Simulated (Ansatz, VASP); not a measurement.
Two plane-wave programs on CrB2

```xyz
3
Lattice="3.0472 0.0000 0.0000 -1.5236 2.6389 0.0000 0.0000 0.0000 3.1498" Properties=species:S:1:pos:R:3 pbc="T T T"
Cr    0.0000    0.0000    0.0000
B     0.0000    1.7593    1.5749
B     1.5236    0.8796    1.5749
```

Alike in both runs: task single point; functional LDA; k mesh 13 × 13 × 11; occupations fermi-dirac, width 0.1 eV; collinear spin.

|  | VASP | Ansatz |
| --- | --- | --- |
| version | VASP 6.6.1 | Ansatz 0.2.0 |
| potentials or method | VASP PAW LDA potentials, release 64 (Cr_pv, B), cutoff 520 eV | plane waves, PAW |
| valence electrons in the cell | 18 | 20 |

```csv
,VASP,Ansatz,Ansatz less VASP
net moment per atom (μB),0.37,0.42,+0.057
size of the moment on the site where the two differ most (μB),1.10,1.21,+0.110
```

LDA's correlation is that of Perdew and Zunger in VASP and of Perdew and Wang (1992) in Ansatz. Site moments also hang on the region over which each program counts them. VASP's potentials hold 18 valence electrons a cell and Ansatz's 20, so a difference there can come from the potentials and not from the codes.
